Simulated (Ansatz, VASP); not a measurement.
This is a calculation of Mg for VASP 6.6.1.

Contents of INCAR:

```
SYSTEM = Mg
PREC = Accurate ; ENCUT = 600
EDIFF = 1E-6 ; ISMEAR = -5
SIGMA = 0.05 ; LREAL = .False.
LASPH = .True. ; NELM = 120
ALGO = Normal ; ISIF = 2
LWAVE = .False. ; LCHARG = .False.
GGA = LIBXC ; LIBXC1 = GGA_X_PBE_SOL
LIBXC2 = GGA_C_PBE ; NBANDS = 7
GGA_COMPAT = .False.
```

Contents of KPOINTS:

```
Automatic mesh
0
Gamma
  11 11 11
  0 0 0
```

POSCAR

```
Mg
1.0
   -1.8359916300      1.8359916300      1.6794040200
    1.8359916300     -1.8359916300      1.6794040200
    1.8359916300      1.8359916300     -1.6794040200
Mg
1
Direct
    0.0000000000      0.0000000000      0.0000000000
```

Potentials or basis: VASP PAW PBE potentials, release 64 (Mg).

Command:

```console
$ cat potpaw_PBE.64/Mg/POTCAR > POTCAR
$ mpirun -np 1 vasp_std > vasp.out
```

**Question.** Translate it to Ansatz 0.2.0. Potentials there: all-electron LAPW, non-relativistic.

**Answer.** As run (the cutoff follows the program's own potentials):

File input.yaml:

```yaml
crystal:
  lattice:
    - [-1.83599163, 1.83599163, 1.67940402]
    - [1.83599163, -1.83599163, 1.67940402]
    - [1.83599163, 1.83599163, -1.67940402]
  atoms:
    - { symbol: Mg, position: [0.0, 0.0, 0.0] }
kpoints:
  mp_grid: { grid: [11, 11, 11] }
scf:
  occupations: { method: tetrahedron }
hamiltonian:
  xc: { exchange: pbesol, correlation: pbe }
  pseudopotentials:
    kind: all_electron
    lapw: { basis_error: 0.001 }
    relativity: none
output:
  forces: true
  stress: true
  eigenvalues: true
```

Potentials or basis: all-electron LAPW, non-relativistic.

Run with:

```sh
$ ansatz run input.yaml --threads 1 --pin off --max-ram 2560MiB --backend cpu --events-out ev --progress --plain --runs-dir out
```

Both were run:

|  | VASP | Ansatz | Ansatz less VASP |
| --- | --- | --- | --- |
| gap on the k mesh at the Fermi level (eV) | none | none | - |
| pressure (GPa) | -0.5 | -0.3 | +0.12 |
| traceless stress, the component that is largest in VASP (GPa) | 0.25 | 0.00 | -0.245 |

VASP's potentials were made for PBE, not for pbesol exchange, pbe correlation. A gap of «none» marks a metal or a gap that the smearing closes. Ansatz ran all-electron here, and VASP with PAW potentials.
